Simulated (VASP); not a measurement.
HfSiO4: single point with PBE

The system is HfSiO4.

```
Hf Si O
1.0
    -3.32245    3.32245    3.00747
     3.32245   -3.32245    3.00747
     3.32245    3.32245   -3.00747
Hf Si O
2 2 8
Cartesian
  0.0000 0.0000 0.0000
  0.0000 3.3225 1.5037
  3.3225 0.0000 1.5037
  0.0000 0.0000 3.0075
  3.3225 2.0984 -1.0891
  4.5465 0.0000 0.4147
  2.0984 0.0000 0.4147
  0.0000 1.2241 1.9184
  2.0984 3.3225 1.0891
  3.3225 1.2241 2.5928
  3.3225 -1.2241 2.5928
  1.2241 0.0000 4.0965
```

* Program: VASP 6.6.1
* Task: single point
* Functional: PBE
* Potentials or basis: VASP PAW PBE potentials, release 64 (Hf_pv, Si, O)
* Cutoff: 520 eV
* k mesh: 6 × 6 × 6
* Occupations: gaussian, width 0.02 eV
* Spin: no spin polarisation

```
Pressure               : -1.6 GPa
Largest force          : 0.183 eV/Å
Band gap on the k mesh : 5.27 eV (least direct gap 5.60 eV)
```

Forces in eV/Å, atoms in the order of the input:
```
Hf   0.000  0.000  0.000
Hf   0.000  0.000  0.000
Si   0.000  0.000  0.000
Si   0.000  0.000  0.000
O    0.000 -0.126 -0.133
O    0.126  0.000 -0.133
O   -0.126  0.000 -0.133
O    0.000  0.126 -0.133
O   -0.126  0.000  0.133
O    0.000  0.126  0.133
O    0.000 -0.126  0.133
O    0.126  0.000  0.133
```

Stress tensor (GPa, compression positive):
```
-1.69  0.00  0.00
 0.00 -1.69  0.00
 0.00  0.00 -1.40
```

Levels at points of the mesh, in eV from the valence-band top:
| k point | band 36 | band 37 | band 38 | band 39 | band 40 | band 41 |
| --- | --- | --- | --- | --- | --- | --- |
| (0.00, 0.00, 0.00) | -0.60 | -0.53 | 0.00 | 5.60 | 5.91 | 5.96 |
| (0.50, 0.00, 0.00) | -0.80 | -0.24 | -0.22 | 5.50 | 5.66 | 6.39 |
| (0.50, 0.50, 0.00) | -0.89 | -0.58 | -0.58 | 5.28 | 5.28 | 6.35 |
| (0.50, 0.50, 0.50) | -1.07 | -0.89 | -0.89 | 6.06 | 6.06 | 6.38 |

Run time: 3 min on 1 thread of Intel(R) Xeon(R) Platinum 8124M CPU @ 3.00GHz (Skylake/Cascade Lake), with other jobs on the host, peak memory 0.35 GiB.

Caveat: spin-orbit coupling is left out, which moves the levels of the heavy elements. A k mesh can miss the band edges.
